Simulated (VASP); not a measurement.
# TiB (F-43m) in VASP: further runs, part 2 of 3

VASP 6.6.1. The steps go on from the part before.

### Step 4. Electric field gradients, LDA (volume scaled by 0.98)

File INCAR:

```
SYSTEM = TiB
ALGO = Normal
EDIFF = 1E-8
ENCUT = 520
GGA = CA
ISIF = 2
ISMEAR = -1
LASPH = .True.
LCHARG = .False.
LEFG = .True.
LREAL = .False.
LWAVE = .False.
NBANDS = 14
NELM = 80
PREC = Accurate
SIGMA = 0.05
```

File KPOINTS:

```
k-points
0
Gamma
  13 13 13
  0 0 0
```

File POSCAR:

```
TiB
1.0
    0.0000000000      2.0868989040      2.0868989040
    2.0868989040      0.0000000000      2.0868989040
    2.0868989040      2.0868989040      0.0000000000
Ti B
1 1
Direct
    0.7500000000      0.7500000000      0.7500000000
    0.0000000000      0.0000000000      0.0000000000
```

Potentials or basis: VASP PAW LDA potentials, release 64 (Ti_sv, B).

Started as:

```
$ cat potpaw_LDA.64/Ti_sv/POTCAR potpaw_LDA.64/B/POTCAR > POTCAR
$ mpirun -np 1 vasp_std > vasp.out
```

OUTCAR:

```text
SYSTEM = TiB
   EDIFF = 1E-8
   ENCUT = 520
   GGA = CA
   ISIF = 2
   ISMEAR = -1
   LASPH = .True.
   LREAL = .False.
   NELM = 80
   PREC = Accurate

 ion  position               nearest neighbor table
   1  0.750  0.750  0.750-   2 1.81   2 1.81   2 1.81   2 1.81
   2  0.000  0.000  0.000-   1 1.81   1 1.81   1 1.81   1 1.81

  LATTYP: Found a face centered cubic cell.
 ALAT       =     4.1737978080

  Lattice vectors:

 A1 = (   0.0000000000,   2.0868989040,   2.0868989040)
 A2 = (   2.0868989040,   0.0000000000,   2.0868989040)
 A3 = (   2.0868989040,   2.0868989040,   0.0000000000)

Analysis of symmetry for initial positions (statically):
=====================================================================
 Subroutine PRICEL returns:
 Original cell was already a primitive cell.

 Routine SETGRP: Setting up the symmetry group for a
 face centered cubic supercell.

 Subroutine GETGRP returns: Found 24 space group operations
 (whereof 24 operations were pure point group operations)
 out of a pool of 48 trial point group operations.

The static configuration has the point symmetry T_d .

Analysis of symmetry for dynamics (positions and initial velocities):
=====================================================================
 Subroutine PRICEL returns:
 Original cell was already a primitive cell.

 Routine SETGRP: Setting up the symmetry group for a
 face centered cubic supercell.

 Subroutine GETGRP returns: Found 24 space group operations
 (whereof 24 operations were pure point group operations)
 out of a pool of 48 trial point group operations.

The dynamic configuration has the point symmetry T_d .

 Subroutine INISYM returns: Found 24 space group operations
 (whereof 24 operations are pure point group operations),
 and found     1 'primitive' translations

----------------------------------------------------------------------------------------

                                     Primitive cell

  volume of cell :      18.1775

  direct lattice vectors                    reciprocal lattice vectors
     0.000000000  2.086898904  2.086898904    -0.239589948  0.239589948  0.239589948
     2.086898904  0.000000000  2.086898904     0.239589948 -0.239589948  0.239589948
     2.086898904  2.086898904  0.000000000     0.239589948  0.239589948 -0.239589948

  length of vectors
     2.951320733  2.951320733  2.951320733     0.414981963  0.414981963  0.414981963

  position of ions in fractional coordinates (direct lattice)
     0.750000000  0.750000000  0.750000000
     0.000000000  0.000000000  0.000000000

  ion indices of the primitive-cell ions
   primitive index   ion index
                 1           1
                 2           2

----------------------------------------------------------------------------------------

 KPOINTS: k-points

Automatic generation of k-mesh.
 Grid dimensions read from file:
 generate k-points for:   13   13   13

 Generating k-lattice:

[... 73 lines left out ...]
   NUPDOWN=      -1.0000    fix difference up-down
   EMIN   =  10.00;   EMAX   =-10.00  energy-range for DOS
   EFERMI =   0.00;   METHOD = LEGACY
   ISMEAR =    -1;   SIGMA  =   0.05  broadening in eV -4-tet -1-fermi 0-gaus
   EFERMI_NEDOS =   21; number of points for ismear=-14 and -15
   IALGO  =     38    algorithm
   IMIX   =      4    mixing-type and parameters
     AMIX     =   0.40;   BMIX     =  1.00
     AMIX_MAG =   1.60;   BMIX_MAG =  1.00
  volume/ion in A,a.u.               =       9.09        61.33
  Fermi-wavevector in a.u.,A,eV,Ry     =   1.535538  2.901746 32.080855  2.357876
  Thomas-Fermi vector in A             =   2.642312
   LORBIT       =      0    0 simple, 1 ext, 2 COOP (PROOUT), +10 PAW based schemes
   GGA     = CA    functional components
   LHFCALC =     F    Hartree Fock is set to
   AEXX    =    0.0000 exact exchange contribution
   IVDW    =     0    specifies the selected vdW correction
   LEPSILON=     F    determine dielectric tensor
   LRPA    =     F    only Hartree local field effects (RPA)
 non-spin polarized calculation
  energy-cutoff  :      520.00
  volume of cell :       18.18
 maximum number of plane-waves:       531
 NGX is ok and might be reduce to    24
   NGX = 11   NGY = 11   NGZ = 11

 number of electron      14.9999996 magnetization

 Free energy of the ion-electron system (eV)
  ---------------------------------------------------
  ext. energy  EPLUGINS =         0.00000000
  ---------------------------------------------------
  free energy    TOTEN  =       -11.75837546 eV

  energy without entropy =      -11.75116036  energy(sigma->0) =      -11.75476791

 E-fermi :   9.3865     XC(G=0): -13.1054

 val. band max:        9.3699751161   @ k =   0.4615   0.3077   0.1538
 cond. band min:       9.3998100563   @ k =   0.3846   0.3077   0.0000
 fundamental gap:      0.0298349402
 Fermi energy:         9.3864981542

 k-point     1 :       0.0000    0.0000    0.0000
  band No.  band energies     occupation
      1     -44.7521      2.00000
      2     -21.2005      2.00000
      3     -21.2005      2.00000
      4     -21.2005      2.00000
      5       0.5261      2.00000
      6       7.4232      2.00000
      7       7.4232      2.00000
      8       7.4232      2.00000
      9      12.6791      0.00000
     10      12.6791      0.00000
     11      21.9976      0.00000
     12      22.3358      0.00000
     13      22.3358      0.00000
     14      22.3358      0.00000
[... 377 lines left out ...]
      1     -44.6165      2.00000
      2     -21.9479      2.00000
      3     -21.4175      2.00000
      4     -21.3749      2.00000
      5       4.1130      2.00000
      6       6.6347      2.00000
      7       8.1256      2.00000
      8       8.6533      2.00000
      9      12.7773      0.00000
     10      13.7263      0.00000
     11      15.5625      0.00000
     12      19.1540      0.00000
     13      20.1993      0.00000
     14      23.1600      0.00000

 [... further k-points ...]
[... 5 lines left out ...]
  --------------------------------------------------------------------------------------
  -------------------------------------------------------------------------------------
  Total       12.9487736     12.9487736     12.9487736     -0.0000000     -0.0000000     -0.0000000
  in kB     1141.3135993   1141.3135993   1141.3135993     -0.0000000     -0.0000000     -0.0000000
  external PRESSURE =    1141.3135993 kB  Pullay stress =       0.0000000 kB

 VOLUME and BASIS-vectors are now :
 -----------------------------------------------------------------------------
  energy-cutoff  :      520.00
  volume of cell :       18.18
      direct lattice vectors                 reciprocal lattice vectors
     0.000000000  2.086898904  2.086898904    -0.239589948  0.239589948  0.239589948
     2.086898904  0.000000000  2.086898904     0.239589948 -0.239589948  0.239589948
     2.086898904  2.086898904  0.000000000     0.239589948  0.239589948 -0.239589948

 POSITION                                       TOTAL-FORCE (eV/Angst)
 -----------------------------------------------------------------------------------
      3.13035      3.13035      3.13035        -0.000000     -0.000000     -0.000000
      0.00000      0.00000      0.00000         0.000000      0.000000      0.000000
 -----------------------------------------------------------------------------------
    total drift:                                0.000001      0.000001      0.000001

  FREE ENERGIE OF THE ION-ELECTRON SYSTEM (eV)
  ---------------------------------------------------
  free  energy   TOTEN  =       -11.7583754607 eV

  energy  without entropy=      -11.7511603619  energy(sigma->0) =      -11.75476791

 Electric field gradients (V/A^2)
---------------------------------------------------------------------
 ion       V_xx      V_yy      V_zz      V_xy      V_xz      V_yz
---------------------------------------------------------------------
   1      -0.000     0.000     0.000     0.001     0.001     0.001
   2       0.000    -0.000    -0.000    -0.000    -0.000    -0.000
---------------------------------------------------------------------

 Electric field gradients after diagonalization (V/A^2)
 (convention: |V_zz| > |V_xx| > |V_yy|)
----------------------------------------------------------------------
 ion       V_xx      V_yy      V_zz     asymmetry (V_yy - V_xx)/ V_zz
----------------------------------------------------------------------
   1      -0.001    -0.001     0.001       0.000
   2       0.000     0.000    -0.000       0.000
----------------------------------------------------------------------

           NMR quadrupolar parameters

 Cq : quadrupolar parameter    Cq=e*Q*V_zz/h
 eta: asymmetry parameters     (V_yy - V_xx)/ V_zz
 Q  : nuclear electric quadrupole moment in mb (millibarn)
----------------------------------------------------------------------
 ion       Cq(MHz)       eta       Q (mb)
----------------------------------------------------------------------
   1       0.000       0.000       1.000
   2      -0.000       0.000       1.000
----------------------------------------------------------------------
```

OSZICAR:

```text
N       E                     dE             d eps       ncg     rms          rms(c)
DAV:   1     0.122917500309E+03    0.12292E+03   -0.78091E+03  2352   0.131E+03
DAV:   2    -0.501914176665E+01   -0.12794E+03   -0.12115E+03  2388   0.336E+02
DAV:   3    -0.139735818360E+02   -0.89544E+01   -0.86557E+01  3342   0.852E+01
DAV:   4    -0.145367901068E+02   -0.56321E+00   -0.56100E+00  2816   0.160E+01
DAV:   5    -0.145462675081E+02   -0.94774E-02   -0.94749E-02  3050   0.207E+00    0.248E+01
DAV:   6    -0.116477682858E+02    0.28985E+01   -0.61963E+00  3294   0.394E+01    0.596E+00
DAV:   7    -0.116964580024E+02   -0.48690E-01   -0.78805E-01  2376   0.976E+00    0.517E+00
DAV:   8    -0.117513712133E+02   -0.54913E-01   -0.13835E-01  3494   0.305E+00    0.113E+00
DAV:   9    -0.117585620353E+02   -0.71908E-02   -0.13757E-02  2364   0.106E+00    0.249E-01
DAV:  10    -0.117584234635E+02    0.13857E-03   -0.24196E-03  2888   0.492E-01    0.189E-01
DAV:  11    -0.117583449166E+02    0.78547E-04   -0.65259E-04  2388   0.267E-01    0.977E-02
DAV:  12    -0.117583743489E+02   -0.29432E-04   -0.11898E-04  2718   0.113E-01    0.304E-03
DAV:  13    -0.117583750978E+02   -0.74895E-06   -0.10328E-05  2582   0.239E-02    0.535E-03
DAV:  14    -0.117583754513E+02   -0.35352E-06   -0.12680E-06  2472   0.868E-03    0.164E-03
DAV:  15    -0.117583754607E+02   -0.93712E-08   -0.82330E-08  2696   0.265E-03
   1 F= -.11758375E+02 E0= -.11754768E+02  d E =-.721510E-02
```

stdout:

```text
POSCAR found type information on POSCAR TiB
 POSCAR found :  2 types and       2 ions
 scaLAPACK will be used
 LDA part: xc-table for (Slater(with rela. corr.)+CA(PZ))
 , standard interpolation
 POSCAR, INCAR and KPOINTS ok, starting setup
 FFT: planning ... GRIDC
 FFT: planning ... GRID_SOFT
 FFT: planning ... GRID
 WAVECAR not read
 entering main loop
ion   1

ion   2
```

Run time: 13 s. Hardware: 1 thread of Intel Xeon Platinum 8375C at 2.90GHz (Ice Lake), shared host; peak memory 0.14 GiB.

What came out:

```
Free energy : -11.7584 eV
Pressure    : 114.1 GPa
```

Caveat: without QUAD_EFG the Cq values of the log hold for a quadrupole moment of 1 mb, not for the nuclei.

### Step 5. Electric field gradients, LDA (volume scaled by 1.01)

File INCAR:

```
PREC = Accurate
ENCUT = 520
EDIFF = 1E-8
ISMEAR = -1
SIGMA = 0.05
LREAL = False
LASPH = True
NELM = 100
ALGO = Normal
ISIF = 2
LWAVE = False
LCHARG = False
GGA = CA
LEFG = True
NBANDS = 14
```

File KPOINTS:

```
Automatic mesh
0
Gamma
  13 13 13
```

File POSCAR:

```
TiB
1.0
    0.0000000000      2.1079801177      2.1079801177
    2.1079801177      0.0000000000      2.1079801177
    2.1079801177      2.1079801177      0.0000000000
Ti B
1 1
Direct
    0.7500000000      0.7500000000      0.7500000000
    0.0000000000      0.0000000000      0.0000000000
```

Potentials or basis: VASP PAW LDA potentials, release 64 (Ti_sv, B).

Started as:

```
$ cat potpaw_LDA.64/Ti_sv/POTCAR potpaw_LDA.64/B/POTCAR > POTCAR
$ mpirun -np 1 vasp_std > vasp.out
```

OUTCAR:

```text
PREC = Accurate
   ENCUT = 520
   EDIFF = 1E-8
   ISMEAR = -1
   LREAL = False
   LASPH = True
   NELM = 100
   ISIF = 2
   GGA = CA

 ion  position               nearest neighbor table
   1  0.750  0.750  0.750-   2 1.83   2 1.83   2 1.83   2 1.83
   2  0.000  0.000  0.000-   1 1.83   1 1.83   1 1.83   1 1.83

  LATTYP: Found a face centered cubic cell.
 ALAT       =     4.2159602354

  Lattice vectors:

 A1 = (   0.0000000000,   2.1079801177,   2.1079801177)
 A2 = (   2.1079801177,   0.0000000000,   2.1079801177)
[... 619 lines left out ...]
  FREE ENERGIE OF THE ION-ELECTRON SYSTEM (eV)
  ---------------------------------------------------
  free  energy   TOTEN  =       -12.1327454540 eV

  energy  without entropy=      -12.1253450283  energy(sigma->0) =      -12.12904524

 Electric field gradients (V/A^2)
---------------------------------------------------------------------
 ion       V_xx      V_yy      V_zz      V_xy      V_xz      V_yz
---------------------------------------------------------------------
   1       0.000     0.000    -0.000     0.001     0.001     0.001
   2       0.000    -0.000    -0.000     0.000     0.000     0.000
---------------------------------------------------------------------

 Electric field gradients after diagonalization (V/A^2)
 (convention: |V_zz| > |V_xx| > |V_yy|)
----------------------------------------------------------------------
 ion       V_xx      V_yy      V_zz     asymmetry (V_yy - V_xx)/ V_zz
----------------------------------------------------------------------
   1      -0.001    -0.001     0.002       0.000
   2      -0.000    -0.000     0.000       0.000
----------------------------------------------------------------------

           NMR quadrupolar parameters

 Cq : quadrupolar parameter    Cq=e*Q*V_zz/h
 eta: asymmetry parameters     (V_yy - V_xx)/ V_zz
 Q  : nuclear electric quadrupole moment in mb (millibarn)
----------------------------------------------------------------------
 ion       Cq(MHz)       eta       Q (mb)
----------------------------------------------------------------------
   1       0.000       0.000       1.000
   2       0.000       0.000       1.000
----------------------------------------------------------------------
```

OSZICAR:

```text
N       E                     dE             d eps       ncg     rms          rms(c)
DAV:   1     0.124338197873E+03    0.12434E+03   -0.78531E+03  2358   0.129E+03
DAV:   2    -0.509164153969E+01   -0.12943E+03   -0.12265E+03  2406   0.340E+02
DAV:   3    -0.144198166920E+02   -0.93282E+01   -0.90152E+01  3414   0.857E+01
DAV:   4    -0.150030144665E+02   -0.58320E+00   -0.58228E+00  2808   0.158E+01
DAV:   5    -0.150103853464E+02   -0.73709E-02   -0.73694E-02  3100   0.184E+00    0.237E+01
DAV:   6    -0.120340948453E+02    0.29763E+01   -0.64510E+00  3294   0.399E+01    0.551E+00
DAV:   7    -0.120762255623E+02   -0.42131E-01   -0.79379E-01  2376   0.100E+01    0.495E+00
DAV:   8    -0.121255309895E+02   -0.49305E-01   -0.12302E-01  3484   0.287E+00    0.114E+00
DAV:   9    -0.121328644589E+02   -0.73335E-02   -0.13935E-02  2352   0.111E+00    0.218E-01
DAV:  10    -0.121327972823E+02    0.67177E-04   -0.24427E-03  2894   0.493E-01    0.184E-01
DAV:  11    -0.121327345823E+02    0.62700E-04   -0.48371E-04  2400   0.228E-01    0.995E-02
DAV:  12    -0.121327448894E+02   -0.10307E-04   -0.86570E-05  2928   0.105E-01    0.495E-03
DAV:  13    -0.121327452159E+02   -0.32643E-06   -0.85275E-06  2492   0.225E-02    0.358E-03
DAV:  14    -0.121327454500E+02   -0.23414E-06   -0.10589E-06  2692   0.793E-03    0.158E-03
DAV:  15    -0.121327454540E+02   -0.39972E-08   -0.69946E-08  2556   0.266E-03
   1 F= -.12132745E+02 E0= -.12129045E+02  d E =-.740043E-02
```

stdout:

```text
POSCAR found type information on POSCAR TiB
 POSCAR found :  2 types and       2 ions
 scaLAPACK will be used
 LDA part: xc-table for (Slater(with rela. corr.)+CA(PZ))
 , standard interpolation
 POSCAR, INCAR and KPOINTS ok, starting setup
 FFT: planning ... GRIDC
 FFT: planning ... GRID_SOFT
 FFT: planning ... GRID
 WAVECAR not read
 entering main loop
ion   1

ion   2
```

Run time: 14 s. Hardware: 1 thread of Intel Xeon Platinum 8375C at 2.90GHz (Ice Lake), shared host; peak memory 0.14 GiB.

Results:

```yaml
Free_energy: -12.1327 eV
Pressure: 101.4 GPa
```

Caveat: without QUAD_EFG the Cq values of the log hold for a quadrupole moment of 1 mb, not for the nuclei.

(Part 2 of 3 ends here.)
